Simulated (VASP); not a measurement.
# TaC (Fm-3m) in VASP: a series of runs

The runs below take TaC through single point, with LDA.

All numbers are computed with VASP 6.6.1; they aren't measurements. Logs are shortened: lines on timing, memory, paths and dates and some standing lists are left out, and cuts for length are marked.

### Step 1. The cell of the first run

The structure is cubic, space group Fm-3m (No. 225). The conventional cell has a = 4.446 Å, b = 4.446 Å, c = 4.446 Å, α = 90.00°, β = 90.00°, γ = 90.00°. Ta (site symmetry m-3m) has 6 C at 2.22 Å within 2.9 Å. Within 2.9 Å of C (site symmetry m-3m) lie 6 Ta at 2.22 Å.

### Step 2. Single point, LDA

INCAR reads:

```
SYSTEM = TaC
  PREC = Accurate
  ENCUT = 600
  EDIFF = 1E-6
  ISMEAR = 1
  SIGMA = 0.15
  LREAL = .False.
  LASPH = .True.
  NELM = 120
  ALGO = Normal
  ISIF = 2
  LWAVE = .False.
  LCHARG = .False.
  NBANDS = 14
  GGA_COMPAT = .False.
```

KPOINTS reads:

```
regular mesh
0
Gamma
  11 11 11
  0 0 0
```

POSCAR reads:

```
TaC
1.0
    0.0000000000      2.2230000000      2.2230000000
    2.2230000000      0.0000000000      2.2230000000
    2.2230000000      2.2230000000      0.0000000000
Ta C
1 1
Direct
    0.0000000000      0.0000000000      0.0000000000
    0.5000000000      0.5000000000      0.5000000000
```

Potentials or basis: VASP PAW LDA potentials, release 64 (Ta_pv, C).

Run with:

```console
$ cat potpaw_LDA.64/Ta_pv/POTCAR potpaw_LDA.64/C/POTCAR > POTCAR
$ mpirun -np 1 vasp_std > vasp.out
```

OUTCAR:

```text
SYSTEM = TaC
   PREC = Accurate
   ENCUT = 600
   EDIFF = 1E-6
   ISMEAR = 1
   LREAL = .False.
   LASPH = .True.
   NELM = 120
   ISIF = 2

 ion  position               nearest neighbor table
   1  0.000  0.000  0.000-   2 2.22   2 2.22   2 2.22   2 2.22   2 2.22   2 2.22
   2  0.500  0.500  0.500-   1 2.22   1 2.22   1 2.22   1 2.22   1 2.22   1 2.22

  LATTYP: Found a face centered cubic cell.
 ALAT       =     4.4460000000

  Lattice vectors:

 A1 = (   0.0000000000,   2.2230000000,   2.2230000000)
 A2 = (   2.2230000000,   0.0000000000,   2.2230000000)
 A3 = (   2.2230000000,   2.2230000000,   0.0000000000)

Analysis of symmetry for initial positions (statically):
=====================================================================
 Subroutine PRICEL returns:
 Original cell was already a primitive cell.

 Routine SETGRP: Setting up the symmetry group for a
 face centered cubic supercell.

 Subroutine GETGRP returns: Found 48 space group operations
 (whereof 48 operations were pure point group operations)
 out of a pool of 48 trial point group operations.

The static configuration has the point symmetry O_h .

Analysis of symmetry for dynamics (positions and initial velocities):
=====================================================================
 Subroutine PRICEL returns:
 Original cell was already a primitive cell.

 Routine SETGRP: Setting up the symmetry group for a
 face centered cubic supercell.

 Subroutine GETGRP returns: Found 48 space group operations
 (whereof 48 operations were pure point group operations)
 out of a pool of 48 trial point group operations.

The dynamic configuration has the point symmetry O_h .

 Subroutine INISYM returns: Found 48 space group operations
 (whereof 48 operations are pure point group operations),
 and found     1 'primitive' translations

----------------------------------------------------------------------------------------

                                     Primitive cell

  volume of cell :      21.9709

  direct lattice vectors                    reciprocal lattice vectors
     0.000000000  2.223000000  2.223000000    -0.224921278  0.224921278  0.224921278
     2.223000000  0.000000000  2.223000000     0.224921278 -0.224921278  0.224921278
     2.223000000  2.223000000  0.000000000     0.224921278  0.224921278 -0.224921278

  length of vectors
     3.143796749  3.143796749  3.143796749     0.389575080  0.389575080  0.389575080

  position of ions in fractional coordinates (direct lattice)
     0.000000000  0.000000000  0.000000000
     0.500000000  0.500000000  0.500000000

  ion indices of the primitive-cell ions
   primitive index   ion index
                 1           1
                 2           2

----------------------------------------------------------------------------------------

 KPOINTS: regular mesh

Automatic generation of k-mesh.
 Grid dimensions read from file:
 generate k-points for:   11   11   11

 Generating k-lattice:

  Cartesian coordinates                     Fractional coordinates (reciprocal lattice)
    -0.020447389  0.020447389  0.020447389     0.090909091  0.000000000  0.000000000
     0.020447389 -0.020447389  0.020447389     0.000000000  0.090909091  0.000000000
     0.020447389  0.020447389 -0.020447389     0.000000000  0.000000000  0.090909091

  Length of vectors
     0.035415916  0.035415916  0.035415916

  Shift w.r.t. Gamma in fractional coordinates (k-lattice)
     0.000000000  0.000000000  0.000000000

 Subroutine IBZKPT returns following result:
 ===========================================

 Found     56 irreducible k-points:

 Following reciprocal coordinates:
            Coordinates               Weight
  0.000000  0.000000  0.000000      1.000000
  0.090909  0.000000  0.000000      8.000000
  0.181818  0.000000  0.000000      8.000000
  0.272727  0.000000  0.000000      8.000000
  0.363636  0.000000  0.000000      8.000000
  0.454545  0.000000  0.000000      8.000000
[... 16 lines left out ...]
 -0.272727  0.181818  0.000000     24.000000
 -0.181818  0.181818  0.000000     12.000000
 [... further k-points ...]
   k-points           NKPTS =     56   k-points in BZ     NKDIM =     56   number of bands    NBANDS=     14
   number of dos      NEDOS =    301   number of ions     NIONS =      2
   total plane-waves  NPLWV =  21952
   dimension x,y,z NGX =    28 NGY =   28 NGZ =   28
   dimension x,y,z NGXF=    56 NGYF=   56 NGZF=   56
   ions per type =               1   1
   NGX,Y,Z   is equivalent  to a cutoff of  14.81, 14.81, 14.81 a.u.
   NGXF,Y,Z  is equivalent  to a cutoff of  29.61, 29.61, 29.61 a.u.
 SYSTEM =  TaC
   PREC   = accura    normal or accurate (medium, high low for compatibility)
   ISTART =      0    job   : 0-new  1-cont  2-samecut
   ICHARG =      2    charge: 1-file 2-atom 10-const
   ISPIN  =      1    spin polarized calculation?
   LNONCOLLINEAR =      F non collinear calculations
   LSORBIT =      F    spin-orbit coupling
   LASPH  =      T    aspherical Exc in radial PAW
   ENCUT  =  600.0 eV  44.10 Ry    6.64 a.u.   6.28  6.28  6.28*2*pi/ulx,y,z
   NELM   =    120;   NELMIN=  2; NELMDL= -5     # of ELM steps
   EDIFF  = 0.1E-05   stopping-criterion for ELM
   LREAL  =      F    real-space projection
   EDIFFG = 0.1E-04   stopping-criterion for IOM
   NSW    =      0    number of steps for IOM
   IBRION =     -1    ionic relax: 0-MD 1-quasi-New 2-CG
   NFREE  =      0    steps in history (QN), initial steepest desc. (CG)
   ISIF   =      2    stress and relaxation
   ISYM   =      2    0-nonsym 1-usesym 2-fastsym
   POTIM  = 0.5000    time-step for ionic-motion
   TEBEG  =    0.0;   TEEND  =   0.0 temperature during run
   PSTRESS=    0.0 pullay stress
   NELECT =      15.0000    total number of electrons
   NUPDOWN=      -1.0000    fix difference up-down
   EMIN   =  10.00;   EMAX   =-10.00  energy-range for DOS
   EFERMI =   0.00;   METHOD = LEGACY
   ISMEAR =     1;   SIGMA  =   0.15  broadening in eV -4-tet -1-fermi 0-gaus
   EFERMI_NEDOS =   21; number of points for ismear=-14 and -15
   IALGO  =     38    algorithm
   IMIX   =      4    mixing-type and parameters
     AMIX     =   0.40;   BMIX     =  1.00
     AMIX_MAG =   1.60;   BMIX_MAG =  1.00
  volume/ion in A,a.u.               =      10.99        74.13
  Fermi-wavevector in a.u.,A,eV,Ry     =   1.441526  2.724089 28.272865  2.077997
  Thomas-Fermi vector in A             =   2.560148
   LORBIT       =      0    0 simple, 1 ext, 2 COOP (PROOUT), +10 PAW based schemes
   GGA     = CA    functional components
   LHFCALC =     F    Hartree Fock is set to
   AEXX    =    0.0000 exact exchange contribution
   IVDW    =     0    specifies the selected vdW correction
   LEPSILON=     F    determine dielectric tensor
   LRPA    =     F    only Hartree local field effects (RPA)
 non-spin polarized calculation
 Methfessel and Paxton  Order N= 1 SIGMA  =   0.15
  energy-cutoff  :      600.00
  volume of cell :       21.97
 maximum number of plane-waves:       751
 NGX is ok and might be reduce to    28
   NGX = 13   NGY = 13   NGZ = 13

 number of electron      14.9999999 magnetization

 Free energy of the ion-electron system (eV)
  ---------------------------------------------------
  ext. energy  EPLUGINS =         0.00000000
  ---------------------------------------------------
  free energy    TOTEN  =       -24.28330969 eV

  energy without entropy =      -24.28290429  energy(sigma->0) =      -24.28317455

 E-fermi :   8.4754     XC(G=0): -13.4101

 val. band max:        8.4740041117   @ k =   0.0909   0.0000   0.0000
 cond. band min:       8.4888908738   @ k =  -0.0909   0.0909   0.0000
 fundamental gap:      0.0148867621
 Fermi energy:         8.4754273758

 k-point     1 :       0.0000    0.0000    0.0000
  band No.  band energies     occupation
      1     -26.4667      2.00000
      2     -26.4667      2.00000
      3     -26.4667      2.00000
      4      -6.3031      2.00000
      5       6.9875      2.00000
      6       6.9875      2.00000
      7       6.9875      2.00000
      8       7.9237      2.00000
      9       7.9237      2.00000
     10       7.9237      2.00000
     11       8.9982     -0.00001
     12       8.9982     -0.00001
     13      15.1855      0.00000
     14      18.4947      0.00000

 k-point     2 :       0.0909    0.0000    0.0000
  band No.  band energies     occupation
      1     -26.5297      2.00000
      2     -26.4730      2.00000
      3     -26.4730      2.00000
      4      -6.0661      2.00000
      5       5.9749      2.00000
      6       6.3982      2.00000
      7       6.3982      2.00000
      8       7.5173      2.00000
      9       7.5173      2.00000
     10       8.4740      1.01606
     11      10.4591     -0.00000
     12      10.4591     -0.00000
     13      15.6068      0.00000
     14      19.0802      0.00000

 k-point     3 :       0.1818    0.0000    0.0000
  band No.  band energies     occupation
      1     -26.6952      2.00000
      2     -26.4899      2.00000
      3     -26.4899      2.00000
      4      -5.3945      2.00000
      5       4.3917      2.00000
      6       5.0880      2.00000
      7       5.0880      2.00000
      8       8.0776      2.00114
      9       8.0776      2.00114
     10       9.0092     -0.00001
     11      12.5532      0.00000
     12      12.5532      0.00000
     13      16.5441      0.00000
     14      20.4221      0.00000
[... 324 lines left out ...]
 k-point    23 :      -0.2727    0.1818    0.0000
  band No.  band energies     occupation
      1     -27.0021      2.00000
      2     -26.6941      2.00000
      3     -26.5294      2.00000
      4      -3.2533      2.00000
      5       1.4187      2.00000
      6       3.3356      2.00000
      7       3.6661      2.00000
      8       9.1822     -0.00000
      9      10.6197     -0.00000
     10      11.5195      0.00000
     11      13.3891      0.00000
     12      17.0763      0.00000
     13      17.9884      0.00000
     14      20.4155      0.00000

 k-point    24 :      -0.1818    0.1818    0.0000
  band No.  band energies     occupation
      1     -26.8811      2.00000
      2     -26.6336      2.00000
      3     -26.5006      2.00000
      4      -4.1544      2.00000
      5       2.4962      2.00000
      6       3.7312      2.00000
      7       4.1170      2.00000
      8       8.3554      1.98026
      9      10.4522     -0.00000
     10      10.5514     -0.00000
     11      12.1735      0.00000
     12      16.4958      0.00000
     13      17.4975      0.00000
     14      20.4198      0.00000

 [... further k-points ...]
[... 5 lines left out ...]
  --------------------------------------------------------------------------------------
  -------------------------------------------------------------------------------------
  Total       -0.8070335     -0.8070335     -0.8070335      0.0000000     -0.0000000     -0.0000000
  in kB      -58.8509850    -58.8509850    -58.8509850      0.0000000     -0.0000000     -0.0000000
  external PRESSURE =     -58.8509850 kB  Pullay stress =       0.0000000 kB

 VOLUME and BASIS-vectors are now :
 -----------------------------------------------------------------------------
  energy-cutoff  :      600.00
  volume of cell :       21.97
      direct lattice vectors                 reciprocal lattice vectors
     0.000000000  2.223000000  2.223000000    -0.224921278  0.224921278  0.224921278
     2.223000000  0.000000000  2.223000000     0.224921278 -0.224921278  0.224921278
     2.223000000  2.223000000  0.000000000     0.224921278  0.224921278 -0.224921278

 POSITION                                       TOTAL-FORCE (eV/Angst)
 -----------------------------------------------------------------------------------
      0.00000      0.00000      0.00000        -0.000000      0.000000     -0.000000
      2.22300      2.22300      2.22300         0.000000     -0.000000      0.000000
 -----------------------------------------------------------------------------------
    total drift:                                0.000000      0.000000      0.000000

  FREE ENERGIE OF THE ION-ELECTRON SYSTEM (eV)
  ---------------------------------------------------
  free  energy   TOTEN  =       -24.2833096867 eV

  energy  without entropy=      -24.2829042915  energy(sigma->0) =      -24.28317455
```

It took 17 s on 1 thread of Intel Xeon Platinum 8559C (Emerald Rapids), shared host; peak memory 0.16 GiB.

Results:

- Free energy: -24.2833 eV
- Pressure: -5.9 GPa

Caveat: spin-orbit coupling is left out, which moves the levels of the heavy elements.

(Continued in part 2 of 2.)
